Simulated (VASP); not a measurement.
A run of VASP 6.6.1 is set up as follows.

POSCAR

```
Ti2Ge5
1.0
    9.2801830575      0.0000000000      0.0000000000
    0.0000000000      9.2801830575      0.0000000000
    0.0000000000      0.0000000000      2.7511759896
Ge Ti
10 4
Direct
    0.0000000000      0.5000000000      0.0000000000
    0.5000000000      0.0000000000      0.0000000000
    0.0607559403      0.2110612313      0.0000000000
    0.7889387687      0.0607559403      0.0000000000
    0.9392440597      0.7889387687      0.0000000000
    0.2110612313      0.9392440597      0.0000000000
    0.5607559403      0.2889387687      0.0000000000
    0.2889387687      0.4392440597      0.0000000000
    0.4392440597      0.7110612313      0.0000000000
    0.7110612313      0.5607559403      0.0000000000
    0.1810315068      0.6810315068      0.5000000000
    0.3189684932      0.1810315068      0.5000000000
    0.8189684932      0.3189684932      0.5000000000
    0.6810315068      0.8189684932      0.5000000000
```

File INCAR.step1:

```
SYSTEM = Ti2Ge5
  ALGO = Normal
  EDIFF = 1E-4
  ENCUT = 520
  GGA = PE
  ISMEAR = -1
  LASPH = .TRUE.
  LCHARG = .FALSE.
  LREAL = .FALSE.
  LWAVE = .TRUE.
  NBANDS = 107
  NELM = 80
  PREC = Accurate
  SIGMA = 0.1
```

Contents of INCAR.step2:

```
SYSTEM = Ti2Ge5
  ALGO = Normal
  EDIFF = 1E-6
  ENCUT = 520
  ISIF = 2
  ISMEAR = -1
  ISTART = 1
  LASPH = .TRUE.
  LCHARG = .FALSE.
  LMIXTAU = .TRUE.
  LREAL = .FALSE.
  LWAVE = .FALSE.
  METAGGA = R2SCAN
  NBANDS = 107
  NELM = 80
  PREC = Accurate
  SIGMA = 0.1
```

File KPOINTS:

```
k-points
0
G
  3 3 10
  0 0 0
```

Potentials or basis: VASP PAW PBE potentials, release 64 (Ge_d, Ti_sv).

Run with:

```sh
$ cat potpaw_PBE.64/Ge_d/POTCAR potpaw_PBE.64/Ti_sv/POTCAR > POTCAR
$ cp INCAR.step1 INCAR
$ mpirun -np 1 vasp_std > vasp.out
$ cp INCAR.step2 INCAR
$ mpirun -np 1 vasp_std > vasp.out
```

Question: Estimate the pressure.

Answer: 0.1 GPa.

Question: Predict the largest force.

Answer: 0.008 eV/Å.

Forces in eV/Å, atoms in the order of the input:
```
Ge   0.000  0.000  0.000
Ge   0.000  0.000  0.000
Ge  -0.003 -0.002  0.000
Ge   0.002 -0.003  0.000
Ge   0.003  0.002  0.000
Ge  -0.002  0.003  0.000
Ge  -0.003  0.002  0.000
Ge   0.002  0.003  0.000
Ge   0.003 -0.002  0.000
Ge  -0.002 -0.003  0.000
Ti   0.006  0.006  0.000
Ti  -0.006  0.006  0.000
Ti  -0.006 -0.006  0.000
Ti   0.006 -0.006  0.000
```

Caveat: the PAW data sets were made with another functional, which shifts forces and pressure a little.
